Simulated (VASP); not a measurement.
# Rb (Im-3m) in VASP: notebook

Runs on Rb. Level: PBE. Tasks: single point.

All numbers are computed with VASP 6.6.1; they aren't measurements. Logs are shortened: lines on timing, memory, paths and dates and some standing lists are left out, and cuts for length are marked.

## (1) The cell of the first run

Symmetry: Im-3m, No. 229, cubic system. The conventional cell has a = 5.672 Å, b = 5.672 Å, c = 5.672 Å, α = 90.00°, β = 90.00°, γ = 90.00°.

## (2) Single point, PBE

INCAR

```
  ALGO = Normal
  EDIFF = 1E-7
  ENCUT = 520
  GGA = PE
  ISIF = 2
  ISMEAR = 1
  LASPH = T
  LCHARG = F
  LREAL = F
  LWAVE = F
  NBANDS = 10
  NELM = 60
  PREC = Accurate
  SIGMA = 0.2
```

KPOINTS

```
k-points
0
Gamma
  8 8 8
```

POSCAR

```
Rb
1.0
   -2.8359049291      2.8359049291      2.8359049291
    2.8359049291     -2.8359049291      2.8359049291
    2.8359049291      2.8359049291     -2.8359049291
Rb
1
Direct
    0.0000000000      0.0000000000      0.0000000000
```

Potentials or basis: VASP PAW PBE potentials, release 64 (Rb_sv).

The run is started by

```console
> cat potpaw_PBE.64/Rb_sv/POTCAR > POTCAR
> mpirun -np 1 vasp_std > vasp.out
```

OUTCAR:

```text
EDIFF = 1E-7
   ENCUT = 520
   GGA = PE
   ISIF = 2
   ISMEAR = 1
   LASPH = T
   LREAL = F
   NELM = 60
   PREC = Accurate

 ion  position               nearest neighbor table
   1  0.000  0.000  0.000-

  LATTYP: Found a body centered cubic cell.
 ALAT       =     5.6718098582

  Lattice vectors:

 A1 = (  -2.8359049291,   2.8359049291,   2.8359049291)
 A2 = (   2.8359049291,  -2.8359049291,   2.8359049291)
 A3 = (   2.8359049291,   2.8359049291,  -2.8359049291)

Analysis of symmetry for initial positions (statically):
=====================================================================
 Subroutine PRICEL returns:
 Original cell was already a primitive cell.

 Routine SETGRP: Setting up the symmetry group for a
 body centered cubic supercell.

 Subroutine GETGRP returns: Found 48 space group operations
 (whereof 48 operations were pure point group operations)
 out of a pool of 48 trial point group operations.

The static configuration has the point symmetry O_h .

Analysis of symmetry for dynamics (positions and initial velocities):
=====================================================================
 Subroutine PRICEL returns:
 Original cell was already a primitive cell.

 Routine SETGRP: Setting up the symmetry group for a
 body centered cubic supercell.

 Subroutine GETGRP returns: Found 48 space group operations
 (whereof 48 operations were pure point group operations)
 out of a pool of 48 trial point group operations.

The dynamic configuration has the point symmetry O_h .

 Subroutine INISYM returns: Found 48 space group operations
 (whereof 48 operations are pure point group operations),
 and found     1 'primitive' translations

----------------------------------------------------------------------------------------

                                     Primitive cell

  volume of cell :      91.2294

  direct lattice vectors                    reciprocal lattice vectors
    -2.835904929  2.835904929  2.835904929     0.000000000  0.176310565  0.176310565
     2.835904929 -2.835904929  2.835904929     0.176310565  0.000000000  0.176310565
     2.835904929  2.835904929 -2.835904929     0.176310565  0.176310565  0.000000000

  length of vectors
     4.911931423  4.911931423  4.911931423     0.249340792  0.249340792  0.249340792

  position of ions in fractional coordinates (direct lattice)
     0.000000000  0.000000000  0.000000000

  ion indices of the primitive-cell ions
   primitive index   ion index
                 1           1

----------------------------------------------------------------------------------------

 KPOINTS: k-points

Automatic generation of k-mesh.
 Grid dimensions read from file:
 generate k-points for:    8    8    8

 Generating k-lattice:

  Cartesian coordinates                     Fractional coordinates (reciprocal lattice)
     0.000000000  0.022038821  0.022038821     0.125000000  0.000000000  0.000000000
     0.022038821  0.000000000  0.022038821     0.000000000  0.125000000  0.000000000
     0.022038821  0.022038821  0.000000000     0.000000000  0.000000000  0.125000000

  Length of vectors
     0.031167599  0.031167599  0.031167599

  Shift w.r.t. Gamma in fractional coordinates (k-lattice)
     0.000000000  0.000000000  0.000000000

 Subroutine IBZKPT returns following result:
 ===========================================

 Found     29 irreducible k-points:

 Following reciprocal coordinates:
            Coordinates               Weight
  0.000000  0.000000  0.000000      1.000000
  0.125000  0.000000  0.000000     12.000000
  0.250000  0.000000  0.000000     12.000000
  0.375000  0.000000  0.000000     12.000000
  0.500000  0.000000  0.000000      6.000000
  0.125000  0.125000  0.000000     24.000000
[... 16 lines left out ...]
 -0.250000  0.250000  0.250000      6.000000
 -0.375000  0.375000  0.250000     24.000000
 [... further k-points ...]
   k-points           NKPTS =     29   k-points in BZ     NKDIM =     29   number of bands    NBANDS=     10
   number of dos      NEDOS =    301   number of ions     NIONS =      1
   total plane-waves  NPLWV =  64000
   dimension x,y,z NGX =    40 NGY =   40 NGZ =   40
   dimension x,y,z NGXF=    80 NGYF=   80 NGZF=   80
   ions per type =               1
   NGX,Y,Z   is equivalent  to a cutoff of  13.54, 13.54, 13.54 a.u.
   NGXF,Y,Z  is equivalent  to a cutoff of  27.08, 27.08, 27.08 a.u.
 SYSTEM =  unknown system
   PREC   = accura    normal or accurate (medium, high low for compatibility)
   ISTART =      0    job   : 0-new  1-cont  2-samecut
   ICHARG =      2    charge: 1-file 2-atom 10-const
   ISPIN  =      1    spin polarized calculation?
   LNONCOLLINEAR =      F non collinear calculations
   LSORBIT =      F    spin-orbit coupling
   LASPH  =      T    aspherical Exc in radial PAW
   ENCUT  =  520.0 eV  38.22 Ry    6.18 a.u.   9.13  9.13  9.13*2*pi/ulx,y,z
   NELM   =     60;   NELMIN=  2; NELMDL= -5     # of ELM steps
   EDIFF  = 0.1E-06   stopping-criterion for ELM
   LREAL  =      F    real-space projection
   EDIFFG = 0.1E-05   stopping-criterion for IOM
   NSW    =      0    number of steps for IOM
   IBRION =     -1    ionic relax: 0-MD 1-quasi-New 2-CG
   NFREE  =      0    steps in history (QN), initial steepest desc. (CG)
   ISIF   =      2    stress and relaxation
   ISYM   =      2    0-nonsym 1-usesym 2-fastsym
   POTIM  = 0.5000    time-step for ionic-motion
   TEBEG  =    0.0;   TEEND  =   0.0 temperature during run
   PSTRESS=    0.0 pullay stress
   NELECT =       9.0000    total number of electrons
   NUPDOWN=      -1.0000    fix difference up-down
   EMIN   =  10.00;   EMAX   =-10.00  energy-range for DOS
   EFERMI =   0.00;   METHOD = LEGACY
   ISMEAR =     1;   SIGMA  =   0.20  broadening in eV -4-tet -1-fermi 0-gaus
   EFERMI_NEDOS =   21; number of points for ismear=-14 and -15
   IALGO  =     38    algorithm
   IMIX   =      4    mixing-type and parameters
     AMIX     =   0.40;   BMIX     =  1.00
     AMIX_MAG =   1.60;   BMIX_MAG =  1.00
  volume/ion in A,a.u.               =      91.23       615.65
  Fermi-wavevector in a.u.,A,eV,Ry     =   0.756445  1.429474  7.785376  0.572209
  Thomas-Fermi vector in A             =   1.854567
   LORBIT       =      0    0 simple, 1 ext, 2 COOP (PROOUT), +10 PAW based schemes
   GGA     = PE    functional components
   LHFCALC =     F    Hartree Fock is set to
   AEXX    =    0.0000 exact exchange contribution
   IVDW    =     0    specifies the selected vdW correction
   LEPSILON=     F    determine dielectric tensor
   LRPA    =     F    only Hartree local field effects (RPA)
 non-spin polarized calculation
 Methfessel and Paxton  Order N= 1 SIGMA  =   0.20
  energy-cutoff  :      520.00
  volume of cell :       91.23
 maximum number of plane-waves:      2491
 NGX is ok and might be reduce to    40
   NGX = 19   NGY = 19   NGZ = 19

 number of electron       9.0000000 magnetization

 Free energy of the ion-electron system (eV)
  ---------------------------------------------------
  ext. energy  EPLUGINS =         0.00000000
  ---------------------------------------------------
  free energy    TOTEN  =        -0.93152081 eV

  energy without entropy =       -0.92725264  energy(sigma->0) =       -0.93009809

 E-fermi :   0.0237     XC(G=0):  -5.4603

 val. band max:       -0.0135163368   @ k =   0.2500   0.2500   0.0000
 cond. band min:       0.0852871791   @ k =   0.3750   0.1250  -0.0000
 fundamental gap:      0.0988035159
 Fermi energy:         0.0236508133

 k-point     1 :       0.0000    0.0000    0.0000
  band No.  band energies     occupation
      1     -28.8971      2.00000
      2     -12.9397      2.00000
      3     -12.9397      2.00000
      4     -12.9397      2.00000
      5      -1.9624      2.00000
      6       3.6826     -0.00000
      7       3.6826     -0.00000
      8       3.6826     -0.00000
      9       4.6148      0.00000
     10       4.6148      0.00000

 k-point     2 :       0.1250    0.0000    0.0000
  band No.  band energies     occupation
      1     -28.8965      2.00000
      2     -12.9539      2.00000
      3     -12.9444      2.00000
      4     -12.9397      2.00000
      5      -1.7792      2.00000
      6       3.3632     -0.00000
      7       3.4438     -0.00000
      8       3.8515     -0.00000
      9       4.3614      0.00000
     10       4.5537      0.00000

 k-point     3 :       0.2500    0.0000    0.0000
  band No.  band energies     occupation
      1     -28.8951      2.00000
      2     -12.9877      2.00000
      3     -12.9556      2.00000
      4     -12.9397      2.00000
      5      -1.2556      2.00000
      6       2.4693     -0.00000
      7       3.0195     -0.00000
      8       4.3453      0.00000
      9       4.4365      0.00000
     10       4.5327      0.00000

 k-point     4 :       0.3750    0.0000    0.0000
  band No.  band energies     occupation
      1     -28.8936      2.00000
      2     -13.0208      2.00000
      3     -12.9668      2.00000
      4     -12.9397      2.00000
      5      -0.4731      2.00249
      6       1.5253     -0.00000
      7       2.7032     -0.00000
      8       4.4130      0.00000
      9       4.7275      0.00000
     10       5.1235      0.00000
[... 222 lines left out ...]
 k-point    22 :       0.2500    0.2500    0.2500
  band No.  band energies     occupation
      1     -28.8928      2.00000
      2     -12.9860      2.00000
      3     -12.9860      2.00000
      4     -12.9860      2.00000
      5       1.3024     -0.00000
      6       1.3024     -0.00000
      7       1.3024     -0.00000
      8       2.5861     -0.00000
      9       5.3402      0.00000
     10       5.3402      0.00000

 k-point    23 :      -0.2500    0.2500    0.2500
  band No.  band energies     occupation
      1     -28.8932      2.00000
      2     -12.9890      2.00000
      3     -12.9727      2.00000
      4     -12.9727      2.00000
      5      -0.6014      2.00009
      6       2.3352     -0.00000
      7       3.0484     -0.00000
      8       3.0484     -0.00000
      9       4.4394      0.00000
     10       4.5603      0.00000

 k-point    24 :      -0.3750    0.3750    0.2500
  band No.  band energies     occupation
      1     -28.8919      2.00000
      2     -13.0103      2.00000
      3     -12.9847      2.00000
      4     -12.9751      2.00000
      5       0.1188      0.28693
      6       1.6972     -0.00000
      7       2.9218     -0.00000
      8       2.9605     -0.00000
      9       4.0053     -0.00000
     10       5.1567      0.00000

 [... further k-points ...]

------------------------ aborting loop because EDIFF is reached ----------------------------------------

  FORCE on cell =-STRESS in cart. coord.  units (eV):
  Direction    XX          YY          ZZ          XY          YZ          ZX
  --------------------------------------------------------------------------------------
  -------------------------------------------------------------------------------------
  Total        0.0016228      0.0016228      0.0016228     -0.0000000     -0.0000000      0.0000000
  in kB        0.0284999      0.0284999      0.0284999     -0.0000000     -0.0000000      0.0000000
  external PRESSURE =       0.0284999 kB  Pullay stress =       0.0000000 kB

 VOLUME and BASIS-vectors are now :
 -----------------------------------------------------------------------------
  energy-cutoff  :      520.00
  volume of cell :       91.23
      direct lattice vectors                 reciprocal lattice vectors
    -2.835904929  2.835904929  2.835904929     0.000000000  0.176310565  0.176310565
     2.835904929 -2.835904929  2.835904929     0.176310565  0.000000000  0.176310565
     2.835904929  2.835904929 -2.835904929     0.176310565  0.176310565  0.000000000

 POSITION                                       TOTAL-FORCE (eV/Angst)
 -----------------------------------------------------------------------------------
      0.00000      0.00000      0.00000         0.000000      0.000000     -0.000000
 -----------------------------------------------------------------------------------
    total drift:                                0.000000     -0.000000     -0.000000

  FREE ENERGIE OF THE ION-ELECTRON SYSTEM (eV)
  ---------------------------------------------------
  free  energy   TOTEN  =        -0.9315208143 eV

  energy  without entropy=       -0.9272526445  energy(sigma->0) =       -0.93009809
```

It took 33 s on 1 thread of Intel Xeon 8259CL, shared host; peak memory 0.24 GiB.

What came out:

```
Free energy            : -0.9315 eV
Pressure               : 0.0 GPa
Band gap on the k mesh : zero (an odd number of electrons rules out a gap without spin polarisation)
```

Levels at points of the mesh, in eV from the Fermi level:
```csv
k point,band 1,band 2,band 3,band 4,band 5,band 6,band 7,band 8
"(0.00, 0.00, 0.00)",-28.92,-12.96,-12.96,-12.96,-1.99,3.66,3.66,3.66
"(0.50, 0.00, 0.00)",-28.92,-13.06,-13.00,-12.96,0.22,0.76,2.57,4.23
"(0.50, 0.50, 0.50)",-28.91,-13.03,-13.03,-13.03,1.24,1.24,3.23,3.23
```

## (3) Single point, PBE

INCAR

```
  PREC = Accurate
  ENCUT = 520
  EDIFF = 1E-6
  ISMEAR = 1
  SIGMA = 0.3
  LREAL = F
  LASPH = T
  NELM = 60
  ALGO = Normal
  ISIF = 2
  LWAVE = F
  LCHARG = F
  GGA = PE
  NBANDS = 10
```

KPOINTS

```
Automatic mesh
0
Gamma
  8 8 8
```

POSCAR is that of step 2.

Potentials or basis: VASP PAW PBE potentials, release 64 (Rb_sv).

The run is started by

```console
> cat potpaw_PBE.64/Rb_sv/POTCAR > POTCAR
> mpirun -np 1 vasp_std > vasp.out
```

Run time: 31 s. Hardware: 1 thread of Intel Xeon 8259CL, shared host; peak memory 0.23 GiB.

Results (log left out):

* Free energy: -0.9334 eV
* Pressure: 0.0 GPa
* Band gap on the k mesh: zero (an odd number of electrons rules out a gap without spin polarisation)

Levels at points of the mesh, in eV from the Fermi level:
```tsv
k point	band 2	band 3	band 4	band 5	band 6	band 7
(0.00, 0.00, 0.00)	-12.95	-12.95	-12.95	-1.98	3.67	3.67
(0.50, 0.00, 0.00)	-13.05	-12.99	-12.95	0.23	0.77	2.58
(0.50, 0.50, 0.50)	-13.02	-13.02	-13.02	1.25	1.25	3.24
```

Caveat: so wide a smearing shifts energies and pressures.

## (4) Single point, PBE

INCAR

```
PREC = Accurate
ENCUT = 520
EDIFF = 1E-6
ISMEAR = 1
SIGMA = 0.6
LREAL = F
LASPH = T
NELM = 100
ALGO = Normal
ISIF = 2
LWAVE = F
LCHARG = F
GGA = PE
NBANDS = 10
```

KPOINTS

```
regular mesh
0
Gamma
  8 8 8
```

POSCAR is that of step 3.

The run is started by

```console
> cat potpaw_PBE.64/Rb_sv/POTCAR > POTCAR
> mpirun -np 1 vasp_std > vasp.out
```

It took 30 s on 1 thread of Intel Xeon 8259CL, shared host; peak memory 0.23 GiB.

The run converged. Its results:

* Free energy: -0.9367 eV
* Pressure: 0.0 GPa
* Band gap on the k mesh: zero (an odd number of electrons rules out a gap without spin polarisation)

Levels at points of the mesh, in eV from the Fermi level:
```csv
k point,band 1,band 2,band 3,band 4,band 5,band 6,band 7,band 8,band 9
"(0.00, 0.00, 0.00)",-28.91,-12.95,-12.95,-12.95,-1.97,3.67,3.67,3.67,4.61
"(0.50, 0.00, 0.00)",-28.90,-13.04,-12.98,-12.95,0.24,0.78,2.58,4.24,5.15
"(0.50, 0.50, 0.50)",-28.90,-13.02,-13.02,-13.02,1.26,1.26,3.24,3.24,3.24
```

Caveat: so wide a smearing shifts energies and pressures.

## (5) Summary

```tsv
smearing	gap on the mesh (eV)	pressure (GPa)
methfessel-paxton 0.2 eV	none	0.0
methfessel-paxton 0.3 eV	none	0.0
methfessel-paxton 0.6 eV	none	0.0
```

Alike in all rows: task single point; level PBE; potentials or basis VASP PAW PBE potentials, release 64 (Rb_sv); no spin polarisation; cell as given; k mesh 8 × 8 × 8; cutoff (eV) 520.

Caveats: so wide a smearing shifts energies and pressures (at least some runs).

Total energies depend on the potentials used, so only differences within one code and one set of settings carry meaning.
